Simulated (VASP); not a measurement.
The system is Be3Te4Ir.

```
Be Te Ir
1.0
     5.77692    0.00000    0.00000
     0.00000    5.77692    0.00000
     0.00000    0.00000    5.77692
Be Te Ir
3 4 1
Direct
  0.50000 0.00000 0.00000
  0.00000 0.50000 0.00000
  0.00000 0.00000 0.50000
  0.23500 0.23500 0.23500
  0.23500 0.76500 0.76500
  0.76500 0.76500 0.23500
  0.76500 0.23500 0.76500
  0.00000 0.00000 0.00000
```

| Property | Result |
| --- | --- |
| Program | VASP 6.6.1 |
| Task | relaxation of cell and atoms |
| Functional | PBE |
| Potentials or basis | VASP PAW PBE potentials, release 64 (Be, Te, Ir) |
| Cutoff | 600 eV |
| k mesh | 4 × 4 × 4 |
| Occupations | gaussian, width 0.1 eV |
| Spin | no spin polarisation |

At the start: pressure 13.1 GPa; volume 24.10 Å³/atom.

Where does the relaxation end?

Over 11 steps the energy falls by 426.1 meV/atom and the volume is 21.45 Å³/atom (-11.0 %); space group P-43m (No. 215, to 0.1 Å) before and after.

The path:
```tsv
step	energy change (eV)	largest force (eV/Å)	pressure (GPa)	volume (Å³)
1	0.0000	5.9362	13.12	192.79
2	-0.0680	1.6335	-10.68	253.26
3	-2.2332	0.7200	-3.78	218.28
4	-2.2426	0.8911	-3.24	216.85
5	-2.2435	0.9883	-2.93	216.06
6	-2.6336	0.9707	-2.33	204.89
7	-3.3132	0.8437	1.97	173.69
8	-3.3132	0.7461	3.59	167.31
9	-3.3284	0.6593	-0.20	168.28
10	-3.3887	0.0226	1.43	167.81
11	-3.4090	0.0287	0.20	171.59
```

Final structure:
```yaml
crystal:
  lattice:
    - [5.55685, 0.00000, 0.00000]
    - [0.00000, 5.55685, 0.00000]
    - [0.00000, 0.00000, 5.55685]
  atoms:
    - { symbol: Be, position: [0.50000, 0.00000, 0.00000] }
    - { symbol: Be, position: [0.00000, 0.50000, 0.00000] }
    - { symbol: Be, position: [0.00000, 0.00000, 0.50000] }
    - { symbol: Te, position: [0.27565, 0.27565, 0.27565] }
    - { symbol: Te, position: [0.27565, 0.72435, 0.72435] }
    - { symbol: Te, position: [0.72435, 0.72435, 0.27565] }
    - { symbol: Te, position: [0.72435, 0.27565, 0.72435] }
    - { symbol: Ir, position: [0.00000, 0.00000, 0.00000] }
```
